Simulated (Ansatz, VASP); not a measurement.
## Zr in VASP and in Ansatz

```xyz
1
Lattice="-1.7175 1.7175 1.7175 1.7175 -1.7175 1.7175 1.7175 1.7175 -1.7175" Properties=species:S:1:pos:R:3 pbc="T T T"
Zr    0.0000    0.0000    0.0000
```

Alike in both runs: task single point; functional r2SCAN; k mesh 14 × 14 × 14; occupations fermi-dirac, width 0.1 eV; no spin polarisation.

|  | VASP | Ansatz |
| --- | --- | --- |
| version | VASP 6.6.1 | Ansatz 0.2.0 |
| potentials or method | VASP PAW PBE potentials, release 64 (Zr_sv), cutoff 520 eV | plane waves (500 eV) with PAW, scalar-relativistic |
| valence electrons in the cell | 12 | 12 |

VASP gave:

```
pressure (GPa) : 13.3
```

Task: Which values does Ansatz return?

Result: Pressure (GPa): 13.2.

VASP's potentials were made for PBE, not for r2SCAN.
